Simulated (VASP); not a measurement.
# CdTe: single point with PBEsol

CdTe:

```
Cd Te
1.0
     0.00000    3.34649    3.34649
     3.34649    0.00000    3.34649
     3.34649    3.34649    0.00000
Cd Te
1 1
Direct
  0.00000 0.00000 0.00000
  0.75000 0.75000 0.75000
```

This cell differs from its parent crystal: volume scaled by 1.06.

```yaml
Program: VASP 6.6.1
Task: single point
Functional: PBEsol
Potentials_or_basis: VASP PAW PBE potentials, release 64 (Cd, Te)
Cutoff: 520 eV
k_mesh: 7 × 7 × 7
Occupations: fermi-dirac, width 0.01 eV
Spin: no spin polarisation
Dipole_correction: no
Further_INCAR_settings: ALGO = Normal; EDIFF = 1e-06; NBANDS = 16
```

* Pressure: -3.0 GPa
* Band gap on the k mesh: 0.38 eV, direct

Levels at points of the mesh, in eV from the valence-band top:
| k point | band 6 | band 7 | band 8 | band 9 | band 10 | band 11 | band 12 | band 13 |
| --- | --- | --- | --- | --- | --- | --- | --- | --- |
| (0.00, 0.00, 0.00) | -7.77 | 0.00 | 0.00 | 0.00 | 0.38 | 4.60 | 4.60 | 4.60 |

It took 8.7 s on 1 thread of Intel(R) Xeon(R) 6975P-C (Granite Rapids) (shared host), peak memory 0.21 GiB.

Caveat: the PAW data sets were made with another functional, which shifts forces and pressure a little; spin-orbit coupling is left out, which moves the levels of the heavy elements.
